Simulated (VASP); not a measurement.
Ta2TiSi3:

```
CELL_PARAMETERS angstrom
3.58015 0.00000 0.00000
0.00000 3.58015 0.00000
0.00000 0.00000 7.80299
ATOMIC_POSITIONS crystal
Ti 0.00000 0.00000 0.00000
Ta 0.00000 0.50000 0.73271
Ta 0.50000 0.00000 0.26729
Si 0.00000 0.50000 0.38156
Si 0.50000 0.00000 0.61844
Si 0.50000 0.50000 0.00000
```

The cell was generated, and may not be a known phase.

| Property | Result |
| --- | --- |
| Program | VASP 6.6.1 |
| Task | relaxation of cell and atoms |
| Functional | PBE |
| Potentials or basis | VASP PAW PBE potentials, release 64 (Ti_sv, Ta_pv, Si) |
| Cutoff | 600 eV |
| k mesh | 10 × 10 × 6 |
| Occupations | gaussian, width 0.1 eV |
| Spin | no spin polarisation |

At the start: pressure 0.0 GPa; volume 16.67 Å³/atom.

Q: How do energy, volume and symmetry change on relaxing?

A: Over 44 steps the energy falls by 467.7 meV/atom and the volume is 15.22 Å³/atom (-8.7 %); space group P-4m2 (No. 115, to 0.1 Å) before and after.

Step by step:
| step | energy change (eV) | largest force (eV/Å) | pressure (GPa) | volume (Å³) |
| --- | --- | --- | --- | --- |
| 1 | 0.0000 | 0.1695 | 0.03 | 100.01 |
| 3 | -0.0136 | 0.1660 | -0.13 | 100.19 |
| 5 | -0.1004 | 0.2703 | -1.35 | 100.93 |
| 7 | -1.0573 | 1.2224 | -13.67 | 103.43 |
| 9 | -1.0577 | 1.2220 | -13.67 | 103.43 |
| 11 | -1.0595 | 1.2214 | -13.73 | 103.43 |
| 13 | -1.0631 | 1.2189 | -14.04 | 103.45 |
| 15 | -1.0728 | 1.2257 | -13.96 | 103.35 |
| 17 | -1.1158 | 1.2563 | -13.54 | 102.89 |
| 19 | -1.2753 | 1.3771 | -11.79 | 101.09 |
| 21 | -1.6857 | 1.8365 | -2.85 | 94.08 |
| 23 | -1.7250 | 1.9960 | 1.53 | 91.51 |
| 25 | -1.9304 | 1.6559 | 1.93 | 90.72 |
| 27 | -1.8360 | 2.2533 | 11.24 | 87.24 |
| 29 | -2.2846 | 0.4975 | 0.87 | 90.78 |
| 31 | -2.5061 | 0.6950 | -4.86 | 94.12 |
| 33 | -2.7239 | 0.8704 | -0.62 | 92.49 |
| 35 | -2.7575 | 0.7237 | -0.34 | 92.09 |
| 37 | -2.7948 | 0.2934 | 1.84 | 90.64 |
| 39 | -2.8048 | 0.1289 | -0.26 | 91.56 |
| 41 | -2.8059 | 0.0187 | 0.03 | 91.36 |
| 43 | -2.8061 | 0.0140 | -0.03 | 91.37 |
| 44 | -2.8061 | 0.0063 | 0.01 | 91.34 |

Final structure:
```
Ti Ta Si
1.0
     3.51221    0.00000    0.00000
     0.00000    3.51221    0.00000
     0.00000    0.00000    7.40481
Ti Ta Si
1 2 3
Direct
  0.00000 0.00000 0.00000
  0.00000 0.50000 0.62249
  0.50000 0.00000 0.37751
  0.00000 0.50000 0.26162
  0.50000 0.00000 0.73838
  0.50000 0.50000 0.00000
```
